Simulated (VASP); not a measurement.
# P in VASP: single point with LDA

Aim: the single point of P with LDA.

Program: VASP 6.6.1. These are calculated values, not measurements. Logs are shortened: lines on timing, memory, paths and dates and some standing lists are left out, and cuts for length are marked.

## 1. The cell of the first run

The cell holds a single atom in a box, 1 atom: a = 14.000 Å, b = 14.400 Å, c = 14.800 Å, α = 90.00°, β = 90.00°, γ = 90.00°.

## 2. Single point, LDA, collinear spin

INCAR reads:

```
PREC = Accurate
ENCUT = 520
EDIFF = 1E-7
ISMEAR = -1
SIGMA = 0.01
LREAL = False
LASPH = True
NELM = 150
ALGO = Normal
ISIF = 2
LWAVE = False
LCHARG = False
ISPIN = 2
MAGMOM = 3
LORBIT = 11
ISYM = 0
NBANDS = 12
```

KPOINTS reads:

```
Automatic mesh
0
Gamma
  1 1 1
```

POSCAR reads:

```
P
1.0
   14.0000000000      0.0000000000      0.0000000000
    0.0000000000     14.4000000000      0.0000000000
    0.0000000000      0.0000000000     14.8000000000
P
1
Direct
    0.5000000000      0.5000000000      0.5000000000
```

Potentials or basis: VASP PAW LDA potentials, release 64 (P).

On the command line:

```
$ cat potpaw_LDA.64/P/POTCAR > POTCAR
$ mpirun -np 1 vasp_gam > vasp.out
```

OUTCAR:

```text
PREC = Accurate
   ENCUT = 520
   EDIFF = 1E-7
   ISMEAR = -1
   LREAL = False
   LASPH = True
   NELM = 150
   ISIF = 2
   ISPIN = 2
   LORBIT = 11
   ISYM = 0

 ion  position               nearest neighbor table
   1  0.500  0.500  0.500-

IMPORTANT INFORMATION: All symmetrisations will be switched off!
NOSYMM: (Re-)initialisation of all symmetry stuff for point group C_1.

----------------------------------------------------------------------------------------

                                     Primitive cell

  volume of cell :    2983.6800

  direct lattice vectors                    reciprocal lattice vectors
    14.000000000  0.000000000  0.000000000     0.071428571  0.000000000  0.000000000
     0.000000000 14.400000000  0.000000000     0.000000000  0.069444444  0.000000000
     0.000000000  0.000000000 14.800000000     0.000000000  0.000000000  0.067567568

  length of vectors
    14.000000000 14.400000000 14.800000000     0.071428571  0.069444444  0.067567568

  position of ions in fractional coordinates (direct lattice)
     0.500000000  0.500000000  0.500000000

  ion indices of the primitive-cell ions
   primitive index   ion index
                 1           1

----------------------------------------------------------------------------------------

 KPOINTS: Automatic mesh

Automatic generation of k-mesh.
 Grid dimensions read from file:
 generate k-points for:    1    1    1

 Generating k-lattice:

  Cartesian coordinates                     Fractional coordinates (reciprocal lattice)
     0.071428571  0.000000000  0.000000000     1.000000000  0.000000000  0.000000000
     0.000000000  0.069444444  0.000000000     0.000000000  1.000000000  0.000000000
     0.000000000  0.000000000  0.067567568     0.000000000  0.000000000  1.000000000

  Length of vectors
     0.071428571  0.069444444  0.067567568

  Shift w.r.t. Gamma in fractional coordinates (k-lattice)
     0.000000000  0.000000000  0.000000000

 Subroutine IBZKPT returns following result:
 ===========================================

 Found      1 irreducible k-points:

 Following reciprocal coordinates:
            Coordinates               Weight
  0.000000  0.000000  0.000000      1.000000
   k-points           NKPTS =      1   k-points in BZ     NKDIM =      1   number of bands    NBANDS=     12
   number of dos      NEDOS =    301   number of ions     NIONS =      1
   total plane-waves  NPLWV = ******
   dimension x,y,z NGX =   108 NGY =  108 NGZ =  112
   dimension x,y,z NGXF=   216 NGYF=  216 NGZF=  224
   ions per type =               1
   NGX,Y,Z   is equivalent  to a cutoff of  12.82, 12.47, 12.58 a.u.
   NGXF,Y,Z  is equivalent  to a cutoff of  25.65, 24.94, 25.16 a.u.
 SYSTEM =  unknown system
   PREC   = accura    normal or accurate (medium, high low for compatibility)
   ISTART =      0    job   : 0-new  1-cont  2-samecut
   ICHARG =      2    charge: 1-file 2-atom 10-const
   ISPIN  =      2    spin polarized calculation?
   LNONCOLLINEAR =      F non collinear calculations
   LSORBIT =      F    spin-orbit coupling
   LASPH  =      T    aspherical Exc in radial PAW
   ENCUT  =  520.0 eV  38.22 Ry    6.18 a.u.  26.03 26.77 27.52*2*pi/ulx,y,z
   NELM   =    150;   NELMIN=  2; NELMDL= -5     # of ELM steps
   EDIFF  = 0.1E-06   stopping-criterion for ELM
   LREAL  =      F    real-space projection
   EDIFFG = 0.1E-05   stopping-criterion for IOM
   NSW    =      0    number of steps for IOM
   IBRION =     -1    ionic relax: 0-MD 1-quasi-New 2-CG
   NFREE  =      0    steps in history (QN), initial steepest desc. (CG)
   ISIF   =      2    stress and relaxation
   ISYM   =      0    0-nonsym 1-usesym 2-fastsym
   POTIM  = 0.5000    time-step for ionic-motion
   TEBEG  =    0.0;   TEEND  =   0.0 temperature during run
   PSTRESS=    0.0 pullay stress
   NELECT =       5.0000    total number of electrons
   NUPDOWN=      -1.0000    fix difference up-down
   EMIN   =  10.00;   EMAX   =-10.00  energy-range for DOS
   EFERMI =   0.00;   METHOD = LEGACY
   ISMEAR =    -1;   SIGMA  =   0.01  broadening in eV -4-tet -1-fermi 0-gaus
   EFERMI_NEDOS =   21; number of points for ismear=-14 and -15
   IALGO  =     38    algorithm
   IMIX   =      4    mixing-type and parameters
     AMIX     =   0.40;   BMIX     =  1.00
     AMIX_MAG =   1.60;   BMIX_MAG =  1.00
  volume/ion in A,a.u.               =    2983.68     20134.87
  Fermi-wavevector in a.u.,A,eV,Ry     =   0.194453  0.367462  0.514462  0.037812
  Thomas-Fermi vector in A             =   0.940288
   LORBIT       =     11    0 simple, 1 ext, 2 COOP (PROOUT), +10 PAW based schemes
   GGA     = CA    functional components
   LHFCALC =     F    Hartree Fock is set to
   AEXX    =    0.0000 exact exchange contribution
   IVDW    =     0    specifies the selected vdW correction
   LEPSILON=     F    determine dielectric tensor
   LRPA    =     F    only Hartree local field effects (RPA)
 spin polarized calculation
  energy-cutoff  :      520.00
  volume of cell :     2983.68
 maximum number of plane-waves:     40220
 NGX is ok and might be reduce to   108
   NGX = 53   NGY = 53   NGZ = 55

 number of electron       5.0000000 magnetization       3.0000000

 Free energy of the ion-electron system (eV)
  ---------------------------------------------------
  ext. energy  EPLUGINS =         0.00000000
  ---------------------------------------------------
  free energy    TOTEN  =        -1.51062655 eV

  energy without entropy =       -1.51062655  energy(sigma->0) =       -1.51062655

 E-fermi :  -5.8819     XC(G=0):  -0.2769

 val. band max:       -6.1770813472   @ k =   0.0000   0.0000   0.0000
 cond. band min:      -4.1007968663   @ k =   0.0000   0.0000   0.0000
 fundamental gap:      2.0762844809
 Fermi energy:        -5.8818563674

 spin component 1

 k-point     1 :       0.0000    0.0000    0.0000
  band No.  band energies     occupation
      1     -14.6493      1.00000
      2      -6.1771      1.00000
      3      -6.1771      1.00000
      4      -6.1771      1.00000
      5      -0.3841      0.00000
      6       0.3506      0.00000
      7       0.5294      0.00000
      8       0.5601      0.00000
      9       0.5939      0.00000
     10       0.6551      0.00000
     11       0.6888      0.00000
     12       1.1311      0.00000
 Fermi energy:        -5.8818563674

 spin component 2

 k-point     1 :       0.0000    0.0000    0.0000
  band No.  band energies     occupation
      1     -12.3230      1.00000
      2      -4.1008      0.00000
      3      -4.1008      0.00000
      4      -4.1008      0.00000
      5      -0.1860      0.00000
      6       0.4766      0.00000
      7       0.6127      0.00000
      8       0.6479      0.00000
      9       0.6865      0.00000
     10       0.6869      0.00000
     11       0.7258      0.00000
     12       1.2513      0.00000

------------------------ aborting loop because EDIFF is reached ----------------------------------------

  FORCE on cell =-STRESS in cart. coord.  units (eV):
  Direction    XX          YY          ZZ          XY          YZ          ZX
  --------------------------------------------------------------------------------------
  -------------------------------------------------------------------------------------
  Total       -0.0037575     -0.0038292     -0.0037972     -0.0000000     -0.0000000      0.0000000
  in kB       -0.0020177     -0.0020562     -0.0020390     -0.0000000     -0.0000000      0.0000000
  external PRESSURE =      -0.0020376 kB  Pullay stress =       0.0000000 kB

 VOLUME and BASIS-vectors are now :
 -----------------------------------------------------------------------------
  energy-cutoff  :      520.00
  volume of cell :     2983.68
      direct lattice vectors                 reciprocal lattice vectors
    14.000000000  0.000000000  0.000000000     0.071428571  0.000000000  0.000000000
     0.000000000 14.400000000  0.000000000     0.000000000  0.069444444  0.000000000
     0.000000000  0.000000000 14.800000000     0.000000000  0.000000000  0.067567568

 POSITION                                       TOTAL-FORCE (eV/Angst)
 -----------------------------------------------------------------------------------
      7.00000      7.20000      7.40000        -0.000000      0.000000      0.000000
 -----------------------------------------------------------------------------------
    total drift:                               -0.000000      0.000000      0.000000

  FREE ENERGIE OF THE ION-ELECTRON SYSTEM (eV)
  ---------------------------------------------------
  free  energy   TOTEN  =        -1.5106265488 eV

  energy  without entropy=       -1.5106265488  energy(sigma->0) =       -1.51062655

 total charge

# of ion       s       p       d       tot
------------------------------------------
    1        1.150   1.189   0.000   2.340

 magnetization (x)

# of ion       s       p       d       tot
------------------------------------------
    1        0.019   1.189   0.000   1.208
```

It took 3.1 min on 1 thread of Intel Xeon Platinum 8259CL at 2.50GHz (Skylake/Cascade Lake), shared host; peak memory 1.5 GiB.

What came out:

- Free energy: -1.5106 eV
- Pressure: 0.0 GPa
- Band gap on the k mesh: 2.08 eV
- Net moment: 3.00 μB per cell
- Site moments: P +1.21 μB
- Valence electrons inside the program's atomic spheres: P 2.34

Levels at points of the mesh, in eV from the valence-band top:
Spin up:
| k point | band 1 | band 2 | band 3 | band 4 | band 5 | band 6 | band 7 | band 8 |
| --- | --- | --- | --- | --- | --- | --- | --- | --- |
| (0.00, 0.00, 0.00) | -8.47 | 0.00 | 0.00 | 0.00 | 5.79 | 6.53 | 6.71 | 6.74 |
Spin down:
```
           k point  band 1  band 2  band 3  band 4  band 5
(0.00, 0.00, 0.00)   -6.15    2.08    2.08    2.08    5.99
```
